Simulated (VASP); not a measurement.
Write the native input for VASP 6.6.1 that does the following.

| Item | Value |
| --- | --- |
| Task | single point |
| Functional | PBE |
| Potentials or basis | VASP PAW PBE potentials, release 64 (Ta_sv_GW, N) |
| Cutoff | 700 eV |
| k mesh | 6 × 6 × 4 |
| Occupations | gaussian, width 0.1 eV |
| Spin | no spin polarisation |
| Dipole correction | no |
| Further INCAR settings | ALGO = Normal; EDIFF = 1e-06; NBANDS = 26 |

The structure of TaN lies in POSCAR:

```
TaN
1.0
    3.1504677610      0.0000000000      0.0000000000
   -1.5752338805      2.7283851148      0.0000000000
    0.0000000000      0.0000000000      6.1046116953
Ta N
2 2
Direct
    0.3333333333      0.6666666667      0.0281451412
    0.6666666667      0.3333333333      0.5281451412
    0.3333333333      0.6666666667      0.3518548588
    0.6666666667      0.3333333333      0.8518548588
```

These files were run (other wordings do the same):

INCAR

```
SYSTEM = TaN
PREC = Accurate
ENCUT = 700
EDIFF = 1E-6
ISMEAR = 0
SIGMA = 0.1
LREAL = .FALSE.
LASPH = .TRUE.
NELM = 120
ALGO = Normal
ISIF = 2
LWAVE = .FALSE.
LCHARG = .FALSE.
GGA = PE
NBANDS = 26
GGA_COMPAT = .FALSE.
```

KPOINTS

```
Automatic mesh
0
G
  6 6 4
  0 0 0
```

Potentials or basis: VASP PAW PBE potentials, release 64 (Ta_sv_GW, N).

The run is started by

```bash
$ cat potpaw_PBE.64/Ta_sv_GW/POTCAR potpaw_PBE.64/N/POTCAR > POTCAR
$ mpirun -np 1 vasp_std > vasp.out
```

Results of the run:

```yaml
Pressure: 0.0 GPa
Largest_force: 0.014 eV/Å
Band_gap_on_the_k_mesh: zero (bands 18 and 19 overlap by 0.11 eV)
```

Caveat: the k points lie up to 0.38 Å⁻¹ apart; spin-orbit coupling is left out, which moves the levels of the heavy elements.

It took 57 s on 1 thread of Intel(R) Xeon(R) Platinum 8259CL CPU @ 2.50GHz (Skylake/Cascade Lake) (shared host), peak memory 0.21 GiB.
